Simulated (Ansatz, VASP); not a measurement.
## Pd in VASP and in Ansatz

```
Pd
1.0
     0.00000    1.91935    1.91935
     1.91935    0.00000    1.91935
     1.91935    1.91935    0.00000
Pd
1
Direct
  0.00000 0.00000 0.00000
```

Alike in both runs: functional LDA; k mesh 24 × 24 × 24; no spin polarisation.

Ansatz relaxed the structure, and its values are those at the end. VASP's run is a single point on that final structure, the one shown.

|  | VASP | Ansatz |
| --- | --- | --- |
| version | VASP 6.6.1 | Ansatz 0.2.0 |
| potentials or method | VASP PAW LDA potentials, release 64 (Pd) | plane-wave PAW, scalar-relativistic |
| plane-wave cutoff (eV) | 520 | 420 |
| occupations | methfessel-paxton of order 1, width 0.1 eV | cold, width 0.1 eV |
| valence electrons in the cell | 10 | 18 |

```tsv
	VASP	Ansatz	Ansatz less VASP
pressure (GPa)	0.3	0.0	-0.34
```

Ansatz warns that its potentials were made for another functional, while VASP's fit it. LDA's correlation is that of Perdew and Zunger in VASP and of Perdew and Wang (1992) in Ansatz. VASP's potentials hold 10 valence electrons a cell and Ansatz's 18, so a difference there can come from the potentials and not from the codes.
